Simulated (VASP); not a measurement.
Crystal: Mg.

```
Mg
1.0
     0.00000    3.15382    3.15382
     3.15382    0.00000    3.15382
     3.15382    3.15382    0.00000
Mg
2
Direct
  0.12500 0.12500 0.12500
  0.87500 0.87500 0.87500
```

This isn't the form of Mg at room conditions, which is hcp.

| Item | Value |
| --- | --- |
| Program | VASP 6.6.1 |
| Task | relaxation of cell and atoms |
| Functional | PBEsol |
| Potentials or basis | VASP PAW PBE potentials, release 64 (Mg) |
| Cutoff | 600 eV |
| k mesh | 9 × 9 × 9 |
| Occupations | fermi-dirac, width 0.1 eV |
| Spin | no spin polarisation |

At the start: pressure 4.0 GPa; volume 31.37 Å³/atom.

Q: How do energy, volume and symmetry change on relaxing?

A: Over 4 steps the energy falls by 79.4 meV/atom and the volume is 38.86 Å³/atom (+23.9 %); space group Fd-3m (No. 227, to 0.1 Å) before and after.

Step by step:
```csv
step,energy change (eV),largest force (eV/Å),pressure (GPa),volume (Å³)
1,0.0000,0.0000,4.00,62.74
2,-0.1238,0.0000,1.57,70.12
3,-0.1576,0.0000,0.26,76.30
4,-0.1589,0.0000,0.03,77.73
```

Final structure:
```
Mg
1.0
     0.00000    3.38729    3.38729
     3.38729    0.00000    3.38729
     3.38729    3.38729    0.00000
Mg
2
Direct
  0.12500 0.12500 0.12500
  0.87500 0.87500 0.87500
```

Caveat: the volume moved by over 15 % at a fixed basis, so the end points are rough; the PAW data sets were made with another functional, which shifts forces and pressure a little.
